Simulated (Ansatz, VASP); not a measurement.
**Si: VASP beside Ansatz**

```
Si
1.0
     3.86771    0.00000    0.00000
    -1.93385    3.34953    0.00000
     0.00000    0.00000   28.14177
Si
6
Direct
  0.38174 0.61826 0.26308
  0.04812 0.95188 0.28621
  0.05089 0.94911 0.37093
  0.71739 0.28261 0.39801
  0.71900 0.28100 0.48284
  0.38949 0.61051 0.51451
```

Alike in both runs: task single point; functional PBE; k mesh 9 × 9 × 1; occupations gaussian, width 0.1 eV; no spin polarisation.

```csv
,VASP,Ansatz
version,VASP 6.6.1,Ansatz 0.2.0
potentials or method,"VASP PAW PBE potentials, release 64 (Si), cutoff 520 eV","scalar-relativistic, plane waves, PAW"
valence electrons in the cell,24,24
```

```csv
,VASP,Ansatz,Ansatz less VASP
gap on the k mesh at the Fermi level (eV),none,none,-
rms of the force components (eV/Å),0.331,0.331,+0.0001
"work function, face that differs most (eV)",5.03,5.02,-0.006
```

Atom by atom the forces differ by 0.002 eV/Å (rms over components). A gap of «none» marks a metal or a gap that the smearing closes.
